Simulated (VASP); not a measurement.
# SiC (F-43m) in VASP: relaxation of cell and atoms with PBE

Aim: the relaxation of cell and atoms of SiC with PBE.

All numbers are computed with VASP 6.6.1; they aren't measurements. Logs are shortened: lines on timing, memory, paths and dates and some standing lists are left out, and cuts for length are marked.

### Step 1. The cell of the first run

Symmetry: F-43m, No. 216, cubic system. The conventional cell has a = 4.379 Å, b = 4.379 Å, c = 4.379 Å, α = 90.00°, β = 90.00°, γ = 90.00°. Within 2.5 Å of Si (site symmetry -43m) lie 4 C at 1.90 Å. C (site symmetry -43m) has 4 Si at 1.90 Å within 2.5 Å.

### Step 2. Relaxation of cell and atoms, PBE

File INCAR:

```
SYSTEM = SiC
PREC = Accurate ; ENCUT = 600
EDIFF = 1E-7 ; ISMEAR = 0
SIGMA = 0.01 ; LREAL = .False.
LASPH = .True. ; NELM = 120
ALGO = Normal ; ISIF = 3
LWAVE = .False. ; LCHARG = .False.
GGA = PE ; IBRION = 2
NSW = 80 ; EDIFFG = -0.001
GGA_COMPAT = .False. ; NELMIN = 4
```

File KPOINTS:

```
regular mesh
0
Gamma
  10 10 10
  0 0 0
```

File POSCAR:

```
SiC
1.0
    0.0000000000      2.1897201901      2.1897201901
    2.1897201901      0.0000000000      2.1897201901
    2.1897201901      2.1897201901      0.0000000000
Si C
1 1
Direct
    0.0000000000      0.0000000000      0.0000000000
    0.7500000000      0.7500000000      0.7500000000
```

Potentials or basis: VASP PAW PBE potentials, release 64 (Si, C).

Launch:

```console
$ cat potpaw_PBE.64/Si/POTCAR potpaw_PBE.64/C/POTCAR > POTCAR
$ mpirun -np 1 vasp_std > vasp.out
```

OUTCAR:

```text
SYSTEM = SiC
   PREC = Accurate
   ENCUT = 600
   EDIFF = 1E-7
   ISMEAR = 0
   LREAL = .False.
   LASPH = .True.
   NELM = 120
   ISIF = 3
   GGA = PE
   IBRION = 2
   NSW = 80
   EDIFFG = -0.001
   NELMIN = 4

 ion  position               nearest neighbor table
   1  0.000  0.000  0.000-   2 1.90   2 1.90   2 1.90   2 1.90
   2  0.750  0.750  0.750-   1 1.90   1 1.90   1 1.90   1 1.90

  LATTYP: Found a face centered cubic cell.
 ALAT       =     4.3794403802

  Lattice vectors:

 A1 = (   0.0000000000,   2.1897201901,   2.1897201901)
 A2 = (   2.1897201901,   0.0000000000,   2.1897201901)
 A3 = (   2.1897201901,   2.1897201901,   0.0000000000)

Analysis of symmetry for initial positions (statically):
=====================================================================
 Subroutine PRICEL returns:
 Original cell was already a primitive cell.

 Routine SETGRP: Setting up the symmetry group for a
 face centered cubic supercell.

 Subroutine GETGRP returns: Found 24 space group operations
 (whereof 24 operations were pure point group operations)
 out of a pool of 48 trial point group operations.

The static configuration has the point symmetry T_d .

Analysis of symmetry for dynamics (positions and initial velocities):
=====================================================================
 Subroutine PRICEL returns:
 Original cell was already a primitive cell.

 Routine SETGRP: Setting up the symmetry group for a
 face centered cubic supercell.

 Subroutine GETGRP returns: Found 24 space group operations
 (whereof 24 operations were pure point group operations)
 out of a pool of 48 trial point group operations.

The dynamic configuration has the point symmetry T_d .

 Subroutine INISYM returns: Found 24 space group operations
 (whereof 24 operations are pure point group operations),
 and found     1 'primitive' translations

----------------------------------------------------------------------------------------

                                     Primitive cell

  volume of cell :      20.9989

  direct lattice vectors                    reciprocal lattice vectors
     0.000000000  2.189720190  2.189720190    -0.228339677  0.228339677  0.228339677
     2.189720190  0.000000000  2.189720190     0.228339677 -0.228339677  0.228339677
     2.189720190  2.189720190  0.000000000     0.228339677  0.228339677 -0.228339677

  length of vectors
     3.096731991  3.096731991  3.096731991     0.395495921  0.395495921  0.395495921

  position of ions in fractional coordinates (direct lattice)
     0.000000000  0.000000000  0.000000000
     0.750000000  0.750000000  0.750000000

  ion indices of the primitive-cell ions
   primitive index   ion index
                 1           1
                 2           2

----------------------------------------------------------------------------------------

 KPOINTS: regular mesh

Automatic generation of k-mesh.
 Grid dimensions read from file:
 generate k-points for:   10   10   10

 Generating k-lattice:

  Cartesian coordinates                     Fractional coordinates (reciprocal lattice)
    -0.022833968  0.022833968  0.022833968     0.100000000  0.000000000  0.000000000
     0.022833968 -0.022833968  0.022833968     0.000000000  0.100000000  0.000000000
     0.022833968  0.022833968 -0.022833968     0.000000000  0.000000000  0.100000000

  Length of vectors
     0.039549592  0.039549592  0.039549592

  Shift w.r.t. Gamma in fractional coordinates (k-lattice)
     0.000000000  0.000000000  0.000000000

 Subroutine IBZKPT returns following result:
 ===========================================

 Found     47 irreducible k-points:

 Following reciprocal coordinates:
            Coordinates               Weight
  0.000000  0.000000  0.000000      1.000000
  0.100000  0.000000  0.000000      8.000000
  0.200000  0.000000  0.000000      8.000000
  0.300000  0.000000  0.000000      8.000000
  0.400000  0.000000  0.000000      8.000000
  0.500000  0.000000  0.000000      4.000000
[... 16 lines left out ...]
  0.300000  0.300000  0.000000      6.000000
  0.400000  0.300000  0.000000     24.000000
 [... further k-points ...]
   k-points           NKPTS =     47   k-points in BZ     NKDIM =     47   number of bands    NBANDS=      8
   number of dos      NEDOS =    301   number of ions     NIONS =      2
   total plane-waves  NPLWV =  21952
   dimension x,y,z NGX =    28 NGY =   28 NGZ =   28
   dimension x,y,z NGXF=    56 NGYF=   56 NGZF=   56
   ions per type =               1   1
   NGX,Y,Z   is equivalent  to a cutoff of  15.03, 15.03, 15.03 a.u.
   NGXF,Y,Z  is equivalent  to a cutoff of  30.06, 30.06, 30.06 a.u.
 SYSTEM =  SiC
   PREC   = accura    normal or accurate (medium, high low for compatibility)
   ISTART =      0    job   : 0-new  1-cont  2-samecut
   ICHARG =      2    charge: 1-file 2-atom 10-const
   ISPIN  =      1    spin polarized calculation?
   LNONCOLLINEAR =      F non collinear calculations
   LSORBIT =      F    spin-orbit coupling
   LASPH  =      T    aspherical Exc in radial PAW
   ENCUT  =  600.0 eV  44.10 Ry    6.64 a.u.   6.18  6.18  6.18*2*pi/ulx,y,z
   NELM   =    120;   NELMIN=  4; NELMDL= -5     # of ELM steps
   EDIFF  = 0.1E-06   stopping-criterion for ELM
   LREAL  =      F    real-space projection
   EDIFFG = -.1E-02   stopping-criterion for IOM
   NSW    =     80    number of steps for IOM
   IBRION =      2    ionic relax: 0-MD 1-quasi-New 2-CG
   NFREE  =      1    steps in history (QN), initial steepest desc. (CG)
   ISIF   =      3    stress and relaxation
   ISYM   =      2    0-nonsym 1-usesym 2-fastsym
   POTIM  = 0.5000    time-step for ionic-motion
   TEBEG  =    0.0;   TEEND  =   0.0 temperature during run
   PSTRESS=    0.0 pullay stress
   NELECT =       8.0000    total number of electrons
   NUPDOWN=      -1.0000    fix difference up-down
   EMIN   =  10.00;   EMAX   =-10.00  energy-range for DOS
   EFERMI =   0.00;   METHOD = LEGACY
   ISMEAR =     0;   SIGMA  =   0.01  broadening in eV -4-tet -1-fermi 0-gaus
   EFERMI_NEDOS =   21; number of points for ismear=-14 and -15
   IALGO  =     38    algorithm
   IMIX   =      4    mixing-type and parameters
     AMIX     =   0.40;   BMIX     =  1.00
     AMIX_MAG =   1.60;   BMIX_MAG =  1.00
  volume/ion in A,a.u.               =      10.50        70.85
  Fermi-wavevector in a.u.,A,eV,Ry     =   1.186787  2.242703 19.163316  1.408464
  Thomas-Fermi vector in A             =   2.322953
   LORBIT       =      0    0 simple, 1 ext, 2 COOP (PROOUT), +10 PAW based schemes
   GGA     = PE    functional components
   LHFCALC =     F    Hartree Fock is set to
   AEXX    =    0.0000 exact exchange contribution
   IVDW    =     0    specifies the selected vdW correction
   LEPSILON=     F    determine dielectric tensor
   LRPA    =     F    only Hartree local field effects (RPA)
 conjugate gradient relaxation of ions
 non-spin polarized calculation
 Gauss-broadening in eV      SIGMA  =   0.01
  energy-cutoff  :      600.00
  volume of cell :       21.00
 maximum number of plane-waves:       725
 NGX is ok and might be reduce to    28
   NGX = 13   NGY = 13   NGZ = 13

--------------------------------------- Ionic step        1  -------------------------------------------

 number of electron       8.0000000 magnetization

 Free energy of the ion-electron system (eV)
  ---------------------------------------------------
  ext. energy  EPLUGINS =         0.00000000
  ---------------------------------------------------
  free energy    TOTEN  =       -15.06217865 eV

  energy without entropy =      -15.06217865  energy(sigma->0) =      -15.06217865

------------------------ aborting loop because EDIFF is reached ----------------------------------------

  FORCE on cell =-STRESS in cart. coord.  units (eV):
  Direction    XX          YY          ZZ          XY          YZ          ZX
  --------------------------------------------------------------------------------------
  -------------------------------------------------------------------------------------
  Total       -0.0186756     -0.0186756     -0.0186756      0.0000000      0.0000000      0.0000000
  in kB       -1.4249123     -1.4249123     -1.4249123      0.0000000      0.0000000      0.0000000
  external PRESSURE =      -1.4249123 kB  Pullay stress =       0.0000000 kB
[... 57 lines left out ...]
  energy  without entropy=      -15.0621796351  energy(sigma->0) =      -15.06217964

--------------------------------------- Ionic step        3  -------------------------------------------

 number of electron       8.0000000 magnetization

 Free energy of the ion-electron system (eV)
  ---------------------------------------------------
  ext. energy  EPLUGINS =         0.00000000
  ---------------------------------------------------
  free energy    TOTEN  =       -15.06218556 eV

  energy without entropy =      -15.06218556  energy(sigma->0) =      -15.06218556

 E-fermi :   8.0005     XC(G=0): -11.2950

 val. band max:        7.9497895129   @ k =   0.0000   0.0000   0.0000
 cond. band min:       9.3201327982   @ k =   0.5000   0.5000   0.0000
 fundamental gap:      1.3703432853
 Fermi energy:         8.0005023579

 k-point     1 :       0.0000    0.0000    0.0000
  band No.  band energies     occupation
      1      -7.3438      2.00000
      2       7.9498      2.00000
      3       7.9498      2.00000
      4       7.9498      2.00000
      5      14.0193      0.00000
      6      15.1612      0.00000
      7      15.1612      0.00000
      8      15.1612      0.00000
[... 243 lines left out ...]
 k-point    24 :       0.4000    0.3000    0.0000
  band No.  band energies     occupation
      1      -4.2398      2.00000
      2       2.3855      2.00000
      3       4.8269      2.00000
      4       5.3474      2.00000
      5      10.8095      0.00000
      6      13.5168      0.00000
      7      19.4220      0.00000
      8      19.7496      0.00000

 [... further k-points ...]

------------------------ aborting loop because EDIFF is reached ----------------------------------------

  FORCE on cell =-STRESS in cart. coord.  units (eV):
  Direction    XX          YY          ZZ          XY          YZ          ZX
  --------------------------------------------------------------------------------------
  -------------------------------------------------------------------------------------
  Total        0.0011437      0.0011437      0.0011437      0.0000000      0.0000000     -0.0000000
  in kB        0.0873235      0.0873235      0.0873235      0.0000000      0.0000000     -0.0000000
  external PRESSURE =       0.0873235 kB  Pullay stress =       0.0000000 kB
[... 17 lines left out ...]
  FREE ENERGIE OF THE ION-ELECTRON SYSTEM (eV)
  ---------------------------------------------------
  free  energy   TOTEN  =       -15.0621855648 eV

  energy  without entropy=      -15.0621855648  energy(sigma->0) =      -15.06218556

 reached required accuracy - stopping structural energy minimisation
```

Run time: 18 s. Hardware: 1 thread of Intel Xeon 6975P-C, shared host; peak memory 0.16 GiB.

Results:

```
Free energy                            : -15.0622 eV
Relaxed volume                         : 10.49 Å³/atom
Relaxed cell                           : a = 3.096 Å, b = 3.096 Å, c = 3.096 Å, α = 60.00°, β = 60.00°, γ = 60.00°
Space group after relaxing (to 0.05 Å) : F-43m (No. 216)
Energy gained by relaxing              : 0.0 meV/atom
Ionic steps                            : 3
Pressure after relaxing                : 0.0 GPa
Band gap on the k mesh                 : 1.37 eV, indirect (least direct gap 4.53 eV)
```

Final structure:
```yaml
crystal:
  lattice:
    - [0.00000, 2.18920, 2.18920]
    - [2.18920, 0.00000, 2.18920]
    - [2.18920, 2.18920, 0.00000]
  atoms:
    - { symbol: Si, position: [0.00000, 0.00000, 0.00000] }
    - { symbol: C, position: [0.75000, 0.75000, 0.75000] }
```

A k mesh can miss the band edges.
